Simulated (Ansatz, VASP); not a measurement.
**One calculation of CO2, two programs**

Contents of INCAR:

```
ALGO = Normal
EDIFF = 1E-8
ENCUT = 520
GGA = PE
ISIF = 2
ISMEAR = -1
LASPH = T
LCHARG = F
LEFG = T
LREAL = F
LWAVE = F
NBANDS = 44
NELM = 100
PREC = Accurate
SIGMA = 0.02
```

Contents of KPOINTS:

```
k-points
0
Gamma
  4 4 4
```

POSCAR

```
CO2
1.0
    5.6200000000      0.0281000000      0.0281000000
    0.0281000000      5.6200000000      0.0281000000
    0.0281000000      0.0281000000      5.6200000000
C O
4 8
Direct
    0.0000000000      0.0000000000      0.0000000000
    0.5000000000      0.0000000000      0.5000000000
    0.5000000000      0.5000000000      0.0000000000
    0.0000000000      0.5000000000      0.5000000000
    0.1200165072      0.1200165072      0.1200165072
    0.3799834928      0.8799834928      0.6200165072
    0.6200165072      0.3799834928      0.8799834928
    0.8799834928      0.6200165072      0.3799834928
    0.8799834928      0.8799834928      0.8799834928
    0.6200165072      0.1200165072      0.3799834928
    0.3799834928      0.6200165072      0.1200165072
    0.1200165072      0.3799834928      0.6200165072
```

Input for Ansatz:

```yaml
crystal:
  lattice:
    - [5.62, 0.0281, 0.0281]
    - [0.0281, 5.62, 0.0281]
    - [0.0281, 0.0281, 5.62]
  atoms:
    - { symbol: C, position: [0.0, 0.0, 0.0] }
    - { symbol: C, position: [0.5, 0.0, 0.5] }
    - { symbol: C, position: [0.5, 0.5, 0.0] }
    - { symbol: C, position: [0.0, 0.5, 0.5] }
    - { symbol: O, position: [0.1200165072, 0.1200165072, 0.1200165072] }
    - { symbol: O, position: [0.3799834928, 0.8799834928, 0.6200165072] }
    - { symbol: O, position: [0.6200165072, 0.3799834928, 0.8799834928] }
    - { symbol: O, position: [0.8799834928, 0.6200165072, 0.3799834928] }
    - { symbol: O, position: [0.8799834928, 0.8799834928, 0.8799834928] }
    - { symbol: O, position: [0.6200165072, 0.1200165072, 0.3799834928] }
    - { symbol: O, position: [0.3799834928, 0.6200165072, 0.1200165072] }
    - { symbol: O, position: [0.1200165072, 0.3799834928, 0.6200165072] }
kpoints:
  mp_grid: { grid: [4, 4, 4] }
scf:
  occupations: { method: fermi_dirac, width: 0.02 }
hamiltonian:
  xc: pbe
  pseudopotentials: { kind: paw }
output:
  forces: true
  stress: true
  populations: true
  efg: { quadrupole_moments_barn: { O: -0.02558 }, contact_densities: true }
```

Change from the starting cell: equal xy, yz and zx shear strains of +1 %.

Alike in both runs: task electric field gradients; functional PBE; k mesh 4 × 4 × 4; occupations fermi-dirac, width 0.02 eV; no spin polarisation.

|  | VASP | Ansatz |
| --- | --- | --- |
| version | VASP 6.6.1 | Ansatz 0.2.0 |
| potentials or method | VASP PAW PBE potentials, release 64 (C, O) | plane-wave PAW, scalar-relativistic |
| plane-wave cutoff (eV) | 520 | 420 |
| valence electrons in the cell | 64 | 64 |

```tsv
	VASP	Ansatz	Ansatz less VASP
gap on the k mesh at the Fermi level (eV)	6.77	6.79	+0.020
pressure (GPa)	2.9	1.4	-1.49
traceless stress, the component that is largest in VASP (GPa)	-1.19	-1.15	+0.039
rms of the force components (eV/Å)	0.458	0.319	-0.1396
size of Vzz on the site where it differs most (V/Å²)	50.2	29.4	-20.81
```

Atom by atom the forces differ by 0.300 eV/Å (rms over components). One of these differences is far larger than is usual between the two programs; its cause wasn't traced. With one functional, cell and mesh, what is left measures potentials, basis and numerics.

Noted on VASP's run: the standard files for N, O and F lose accuracy on very short bonds.
